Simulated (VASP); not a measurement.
Crystal: Ta3N.

```xyz
4
Lattice="3.0523 0.0000 0.0000 -1.5262 2.6434 0.0000 0.0000 0.0000 7.5740" Properties=species:S:1:pos:R:3 pbc="T T T"
Ta    1.5262    0.8811    6.2566
Ta    0.0000    1.7622    1.3173
Ta    0.0000    0.0000    3.7870
N     0.0000    0.0000    0.0000
```

Base run:

| Item | Value |
| --- | --- |
| Program | VASP 6.6.1 |
| Functional | r2SCAN |
| Potentials or basis | VASP PAW PBE potentials, release 64 (Ta_pv, N) |
| Cutoff | 520 eV |
| k mesh | 10 × 10 × 4 |
| Occupations | fermi-dirac, width 0.05 eV |
| Spin | no spin polarisation |

Its results: band gap on the k mesh zero (band 19 reaches 6.68 eV, above the bottom of band 20 at 6.16 eV); pressure -7.9 GPa; largest force 0.120 eV/Å.

Problem. After a change of settings the same cell gave: band gap on the k mesh zero (band 19 reaches 6.67 eV, above the bottom of band 20 at 6.04 eV); pressure -12.2 GPa; largest force 0.457 eV/Å. Which change was it?
A. functional from r2SCAN to LDA; potentials or basis from VASP PAW PBE potentials, release 64 (Ta_pv, N) to VASP PAW LDA potentials, release 64 (Ta_pv, N)
B. potentials or basis from VASP PAW PBE potentials, release 64 (Ta_pv, N) to VASP PAW PBE potentials, release 64 (Ta_sv_GW, N); cutoff from 520 eV to 660 eV; further incar settings from ALGO = Normal; EDIFF = 1e-06; NBANDS = 27 to ALGO = Normal; EDIFF = 1e-06; NBANDS = 30; valence electrons from 38 to 44
C. functional from r2SCAN to PBE
D. functional from r2SCAN to PBEsol; further incar settings from ALGO = Normal; EDIFF = 1e-06; NBANDS = 27 to ALGO = Normal; EDIFF = 1e-07; NBANDS = 27

Solution. D.

Caveats: the PAW data sets were made with another functional, which shifts forces and pressure a little; spin-orbit coupling is left out, which moves the levels of the heavy elements.
